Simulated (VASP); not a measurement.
# ZnSe (zincblende type): single point with PBE

The system is ZnSe (zincblende type).

```
CELL_PARAMETERS angstrom
0.00000 2.66089 2.66089
2.66089 0.00000 2.66089
2.66089 2.66089 0.00000
ATOMIC_POSITIONS crystal
Zn 0.00000 0.00000 0.00000
Se 0.25000 0.25000 0.25000
```

This cell differs from its parent crystal: volume scaled by 0.8.

```yaml
Program: VASP 6.6.1
Task: single point
Functional: PBE
Potentials_or_basis: VASP PAW PBE potentials, release 64 (Zn, Se)
Cutoff: 520 eV
k_mesh: 11 × 11 × 11
Occupations: fermi-dirac, width 0.1 eV
Spin: no spin polarisation
```

```
Pressure               : 21.5 GPa
Band gap on the k mesh : 2.11 eV, direct
```

Levels at points of the mesh, in eV from the valence-band top:
```tsv
k point	band 7	band 8	band 9	band 10	band 11	band 12
(0.00, 0.00, 0.00)	0.00	0.00	0.00	2.11	5.67	5.67
```

Wall time 77 s on 1 thread of AMD EPYC 7R13, with other jobs on the host, peak memory 0.15 GiB.

 A k mesh can miss the band edges.
